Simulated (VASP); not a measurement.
# C (R-3m) in VASP: further runs

The runs below take C through single point, relaxation of cell and atoms, with PBE.

Everything below comes from runs of VASP 6.6.1. Logs are shortened: lines on timing, memory, paths and dates and some standing lists are left out, and cuts for length are marked.

### 1 The cell of the first run

Symmetry: R-3m, No. 166, trigonal system. The conventional cell has a = 2.467 Å, b = 2.467 Å, c = 12.582 Å, α = 90.00°, β = 90.00°, γ = 120.00°. Within 1.9 Å of C (site symmetry 3m) lie 3 C at 1.42 Å.

### 2 Single point, PBE

File INCAR:

```
  PREC = Accurate
  ENCUT = 520
  EDIFF = 1E-6
  ISMEAR = -1
  SIGMA = 0.05
  LREAL = F
  LASPH = T
  NELM = 100
  ALGO = Normal
  ISIF = 2
  LWAVE = F
  LCHARG = F
  GGA = PE
  NBANDS = 11
```

File KPOINTS:

```
regular mesh
0
Gamma
  12 12 12
```

File POSCAR:

```
C
1.0
    4.4171179899      0.2751072689      0.1724998236
    3.5837998398      2.5967275665      0.1724998236
    3.5837998398      1.2863625702      2.2623044848
C
2
Direct
    0.8333425338      0.8333425338      0.8333425338
    0.1666574662      0.1666574662      0.1666574662
```

Potentials or basis: VASP PAW PBE potentials, release 64 (C).

Launch:

```console
$ cat potpaw_PBE.64/C/POTCAR > POTCAR
$ mpirun -np 1 vasp_std > vasp.out
```

OUTCAR:

```text
PREC = Accurate
   ENCUT = 520
   EDIFF = 1E-6
   ISMEAR = -1
   LREAL = F
   LASPH = T
   NELM = 100
   ISIF = 2
   GGA = PE

 ion  position               nearest neighbor table
   1  0.833  0.833  0.833-   2 1.42   2 1.42   2 1.42
   2  0.167  0.167  0.167-   1 1.42   1 1.42   1 1.42

  LATTYP: Found a trigonal (rhomboedric) cell.
 ALAT       =     4.4290373148
 COS(alpha) =     0.8449167846

  Lattice vectors:

 A1 = (   4.4171179899,   0.2751072689,   0.1724998236)
 A2 = (   3.5837998398,   2.5967275665,   0.1724998236)
 A3 = (   3.5837998398,   1.2863625702,   2.2623044848)

Analysis of symmetry for initial positions (statically):
=====================================================================
 Subroutine PRICEL returns:
 Original cell was already a primitive cell.

 Routine SETGRP: Setting up the symmetry group for a
 trigonal (rhombohedral) supercell.

 Subroutine GETGRP returns: Found 12 space group operations
 (whereof 12 operations were pure point group operations)
 out of a pool of 12 trial point group operations.

The static configuration has the point symmetry D_3d.

Analysis of symmetry for dynamics (positions and initial velocities):
=====================================================================
 Subroutine PRICEL returns:
 Original cell was already a primitive cell.

 Routine SETGRP: Setting up the symmetry group for a
 trigonal (rhombohedral) supercell.

 Subroutine GETGRP returns: Found 12 space group operations
 (whereof 12 operations were pure point group operations)
 out of a pool of 12 trial point group operations.

The dynamic configuration has the point symmetry D_3d.

 Subroutine INISYM returns: Found 12 space group operations
 (whereof 12 operations are pure point group operations),
 and found     1 'primitive' translations

----------------------------------------------------------------------------------------

                                     Primitive cell

  volume of cell :      22.0981

  direct lattice vectors                    reciprocal lattice vectors
     4.417117990  0.275107269  0.172499824     0.255799525 -0.338917442 -0.212510557
     3.583799840  2.596727566  0.172499824    -0.018122760  0.424228706 -0.212510557
     3.583799840  1.286362570  2.262304485    -0.018122760 -0.006504950  0.474434840

  length of vectors
     4.429037315  4.429037315  4.429037315     0.474825406  0.474825406  0.474825406

  position of ions in fractional coordinates (direct lattice)
[... 87 lines left out ...]
   POTIM  = 0.5000    time-step for ionic-motion
   TEBEG  =    0.0;   TEEND  =   0.0 temperature during run
   PSTRESS=    0.0 pullay stress
   NELECT =       8.0000    total number of electrons
   NUPDOWN=      -1.0000    fix difference up-down
   EMIN   =  10.00;   EMAX   =-10.00  energy-range for DOS
   EFERMI =   0.00;   METHOD = LEGACY
   ISMEAR =    -1;   SIGMA  =   0.05  broadening in eV -4-tet -1-fermi 0-gaus
   EFERMI_NEDOS =   21; number of points for ismear=-14 and -15
   IALGO  =     38    algorithm
   IMIX   =      4    mixing-type and parameters
     AMIX     =   0.40;   BMIX     =  1.00
     AMIX_MAG =   1.60;   BMIX_MAG =  1.00
  volume/ion in A,a.u.               =      11.05        74.56
  Fermi-wavevector in a.u.,A,eV,Ry     =   1.166773  2.204881 18.522413  1.361359
  Thomas-Fermi vector in A             =   2.303282
   LORBIT       =      0    0 simple, 1 ext, 2 COOP (PROOUT), +10 PAW based schemes
   GGA     = PE    functional components
   LHFCALC =     F    Hartree Fock is set to
   AEXX    =    0.0000 exact exchange contribution
   IVDW    =     0    specifies the selected vdW correction
   LEPSILON=     F    determine dielectric tensor
   LRPA    =     F    only Hartree local field effects (RPA)
 non-spin polarized calculation
  energy-cutoff  :      520.00
  volume of cell :       22.10
 maximum number of plane-waves:       610
 NGX is ok and might be reduce to    36
   NGX = 17   NGY = 17   NGZ = 17

 number of electron       8.0000000 magnetization

 Free energy of the ion-electron system (eV)
  ---------------------------------------------------
  ext. energy  EPLUGINS =         0.00000000
  ---------------------------------------------------
  free energy    TOTEN  =       -18.44849892 eV

  energy without entropy =      -18.44717821  energy(sigma->0) =      -18.44783856

 E-fermi :   2.9077     XC(G=0):  -8.8258

 val. band max:        2.8332050230   @ k =  -0.3333   0.3333   0.0000
 cond. band min:       2.9821949207   @ k =  -0.3333   0.3333   0.0000
 fundamental gap:      0.1489898977
 Fermi energy:         2.9077197911

 k-point     1 :       0.0000    0.0000    0.0000
  band No.  band energies     occupation
      1     -16.6267      2.00000
      2      -4.4262      2.00000
      3      -0.1350      2.00000
      4      -0.1350      2.00000
      5       6.0404      0.00000
      6      11.2139      0.00000
      7      11.2139      0.00000
      8      14.3103      0.00000
      9      15.3976      0.00000
     10      20.2362      0.00000
     11      25.4321      0.00000
[... 309 lines left out ...]
 k-point    24 :      -0.4167    0.1667   -0.0000
  band No.  band energies     occupation
      1     -10.9522      2.00000
      2      -9.9300      2.00000
      3      -5.3190      2.00000
      4       1.2150      2.00000
      5       4.4131      0.00000
      6      12.8717      0.00000
      7      14.0207      0.00000
      8      14.6977      0.00000
      9      16.9221      0.00000
     10      20.9785      0.00000
     11      23.5124      0.00000

 [... further k-points ...]

------------------------ aborting loop because EDIFF is reached ----------------------------------------

  FORCE on cell =-STRESS in cart. coord.  units (eV):
  Direction    XX          YY          ZZ          XY          YZ          ZX
  --------------------------------------------------------------------------------------
  -------------------------------------------------------------------------------------
  Total        0.0086458      0.0685769      0.0739554     -0.0246929     -0.0055575     -0.0154831
  in kB        0.6268485      4.9720195      5.3619779     -1.7903045     -0.4029333     -1.1225702
  external PRESSURE =       3.6536153 kB  Pullay stress =       0.0000000 kB

 VOLUME and BASIS-vectors are now :
 -----------------------------------------------------------------------------
  energy-cutoff  :      520.00
  volume of cell :       22.10
      direct lattice vectors                 reciprocal lattice vectors
     4.417117990  0.275107269  0.172499824     0.255799525 -0.338917442 -0.212510557
     3.583799840  2.596727566  0.172499824    -0.018122760  0.424228706 -0.212510557
     3.583799840  1.286362570  2.262304485    -0.018122760 -0.006504950  0.474434840

 POSITION                                       TOTAL-FORCE (eV/Angst)
 -----------------------------------------------------------------------------------
      9.65404      3.46520      2.17278        -0.000380     -0.000136     -0.000086
      1.93068      0.69299      0.43453         0.000380      0.000136      0.000086
 -----------------------------------------------------------------------------------
    total drift:                               -0.000000     -0.000000     -0.000000

  FREE ENERGIE OF THE ION-ELECTRON SYSTEM (eV)
  ---------------------------------------------------
  free  energy   TOTEN  =       -18.4484989156 eV

  energy  without entropy=      -18.4471782086  energy(sigma->0) =      -18.44783856
```

stdout:

```text
POSCAR found type information on POSCAR C
 POSCAR found :  1 types and       2 ions
 scaLAPACK will be used
 LDA part: xc-table for (Slater+PW92), standard interpolation
 POSCAR, INCAR and KPOINTS ok, starting setup
 FFT: planning ... GRIDC
 FFT: planning ... GRID_SOFT
 FFT: planning ... GRID
 WAVECAR not read
 entering main loop
```

Run time: 65 s. Hardware: 1 thread of Intel Xeon Platinum 8488C (Sapphire Rapids), shared host; peak memory 0.2 GiB.

What came out:

```
Free energy            : -18.4485 eV
Pressure               : 0.4 GPa
Band gap on the k mesh : 0.15 eV, direct
```

### 3 Relaxation of cell and atoms, PBE

This run uses another cell than the first one, of 8.74 Å³/atom, 0.791 times its volume.

File INCAR:

```
SYSTEM = C
  ALGO = Normal
  EDIFF = 1E-6
  EDIFFG = -0.03
  ENCUT = 600
  GGA = PE
  IBRION = 2
  ISIF = 3
  ISMEAR = -1
  LASPH = .True.
  LCHARG = .False.
  LREAL = .False.
  LWAVE = .False.
  NELM = 100
  NSW = 50
  PREC = Accurate
  SIGMA = 0.05
```

File KPOINTS:

```
k-points
0
Gamma
  12 12 12
  0 0 0
```

File POSCAR:

```
C
1.0
    3.6350000000      0.0000000000      0.0000000000
    2.8052588632      2.3116547559      0.0000000000
    2.8052588632      1.0069144937      2.0808341868
C
2
Direct
    0.8360000000      0.8360000000      0.8360000000
    0.1640000000      0.1640000000      0.1640000000
```

Potentials or basis: VASP PAW PBE potentials, release 64 (C).

Launch:

```console
$ cat potpaw_PBE.64/C/POTCAR > POTCAR
$ mpirun -np 1 vasp_std > vasp.out
```

Wall time 4.4 min (1 thread of Intel Xeon Platinum 8488C (Sapphire Rapids), shared host); peak memory 0.17 GiB.

It converged, with:

```
Free energy                            : -18.4465 eV
Relaxed volume                         : 10.49 Å³/atom
Relaxed cell                           : a = 4.226 Å, b = 4.226 Å, c = 4.226 Å, α = 33.96°, β = 33.96°, γ = 33.96°
Space group after relaxing (to 0.05 Å) : R-3m (No. 166)
Energy gained by relaxing              : 23.0 meV/atom
Ionic steps                            : 11
Pressure after relaxing                : -0.2 GPa
Largest force after relaxing           : 0.019 eV/Å
Band gap on the k mesh                 : 0.22 eV, direct
```

Forces on the atoms (eV/Å):
```
C   -0.018 -0.006 -0.004
C    0.018  0.006  0.004
```

The path:
```tsv
step	energy change (eV)	largest force (eV/Å)	pressure (GPa)	volume (Å³)
1	0.0000	0.8560	4.34	17.48
2	-0.0070	0.5115	-6.46	18.09
3	-0.0240	0.1140	-1.64	17.81
4	-0.0239	0.2388	4.62	17.68
5	-0.0270	0.0621	1.43	17.75
6	-0.0293	0.0519	1.37	17.89
7	-0.0351	0.0216	1.08	18.31
8	-0.0421	0.0399	0.71	19.15
9	-0.0453	0.1682	0.12	20.83
10	-0.0412	0.3541	-1.26	21.39
11	-0.0460	0.0191	-0.22	20.98
```

Final structure:
```
C
1.0
     4.21875    0.20323    0.12743
     3.38500    2.52605    0.12743
     3.38500    1.21500    2.21831
C
2
Direct
  0.83340 0.83340 0.83340
  0.16660 0.16660 0.16660
```

Levels at points of the mesh, in eV from the valence-band top:
```
           k point  band 2  band 3  band 4  band 5  band 6  band 7
(0.00, 0.00, 0.00)   -7.10   -2.93   -2.93    3.43    8.41    8.41
(0.50, 0.00, 0.00)  -13.12   -6.30   -2.12    1.93    7.51   11.27
(0.50, 0.50, 0.00)  -13.10   -6.31   -2.37    1.63    7.41   12.32
(0.50, 0.50, 0.50)   -7.85   -2.94   -2.93    7.43    8.40    8.40
```

Caveat: the volume moved by over 15 % at a fixed basis, so the end points are rough; the volume moved by +20 % from the deposited cell, more than functionals usually miss. PBE usually gives volumes a little too large and moduli too small.
